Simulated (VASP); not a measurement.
Input of a VASP 6.6.1 run:

INCAR

```
SYSTEM = CoSi
  PREC = Accurate
  ENCUT = 520
  EDIFF = 1E-6
  ISMEAR = -1
  SIGMA = 0.1
  LREAL = .False.
  LASPH = .True.
  NELM = 80
  ALGO = Normal
  ISIF = 2
  LWAVE = .False.
  LCHARG = .True.
  LELF = .True.
  LVHAR = .True.
  NBANDS = 14
```

KPOINTS

```
Automatic mesh
0
Gamma
  14 14 14
  0 0 0
```

POSCAR

```
CoSi
1.0
    0.0000000000      1.9691728820      1.9691728820
    1.9691728820      0.0000000000      1.9691728820
    1.9691728820      1.9691728820      0.0000000000
Co Si
1 1
Direct
    0.0000000000      0.0000000000      0.0000000000
    0.5000000000      0.5000000000      0.5000000000
```

Potentials or basis: VASP PAW LDA potentials, release 64 (Co, Si).

Launch:

```bash
$ cat potpaw_LDA.64/Co/POTCAR potpaw_LDA.64/Si/POTCAR > POTCAR
$ mpirun -np 1 vasp_std > vasp.out
```

Q: What does it give for the pressure?

A: 221.2 GPa.

 Spin polarisation is off, so any magnetic state and its effect on volume and gap are missing.
